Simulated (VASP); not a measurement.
Here is a VASP 6.6.1 calculation.

INCAR

```
PREC = Accurate ; ENCUT = 520
EDIFF = 1E-6 ; ISMEAR = 0
SIGMA = 0.15 ; LREAL = F
LASPH = T ; NELM = 80
ALGO = Normal ; ISIF = 2
LWAVE = F ; LCHARG = T
GGA = PE ; LELF = T
LVHAR = T ; NBANDS = 12
```

The input KPOINTS:

```
regular mesh
0
Gamma
  22 22 22
```

Contents of POSCAR:

```
Cu
1.0
    0.0000000000      1.8617250000      1.8617250000
    1.8617250000      0.0000000000      1.8617250000
    1.8617250000      1.8617250000      0.0000000000
Cu
1
Direct
    0.0000000000      0.0000000000      0.0000000000
```

Potentials or basis: VASP PAW PBE potentials, release 64 (Cu).

Run with:

```sh
$ cat potpaw_PBE.64/Cu/POTCAR > POTCAR
$ mpirun -np 1 vasp_std > vasp.out
```

Question: What does it give for the band gap on the k mesh?

Answer: Zero (an odd number of electrons rules out a gap without spin polarisation).

Question: What does it give for the pressure?

Answer: -8.3 GPa.

Caveat: the cell differs from its parent crystal (strain +0.030 along x and y, +0.030 along z); the cell stands under tension.
